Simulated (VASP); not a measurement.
Input of a VASP 6.6.1 run:

INCAR

```
PREC = Accurate ; ENCUT = 520
EDIFF = 1E-6 ; ISMEAR = -1
SIGMA = 0.1 ; LREAL = False
LASPH = True ; NELM = 100
ALGO = Normal ; ISIF = 2
LWAVE = False ; LCHARG = False
GGA = PS ; NBANDS = 13
```

File KPOINTS:

```
Automatic mesh
0
Gamma
  14 14 14
```

Contents of POSCAR:

```
Sn
1.0
   -1.5115175633      1.5115175633      1.5115175633
    1.5115175633     -1.5115175633      1.5115175633
    1.5115175633      1.5115175633     -1.5115175633
Sn
1
Direct
    0.0000000000      0.0000000000      0.0000000000
```

Potentials or basis: VASP PAW PBE potentials, release 64 (Sn_d).

Command:

```bash
$ cat potpaw_PBE.64/Sn_d/POTCAR > POTCAR
$ mpirun -np 1 vasp_std > vasp.out
```

**Question.** Estimate the band gap on the k mesh.

**Answer.** Zero (band 7 reaches 31.90 eV, above the bottom of band 8 at 14.64 eV).

**Question.** What does it give for the pressure?

**Answer.** 167.1 GPa.

Caveat: the PAW data sets were made with another functional, which shifts forces and pressure a little; spin-orbit coupling is left out, which moves the levels of the heavy elements.
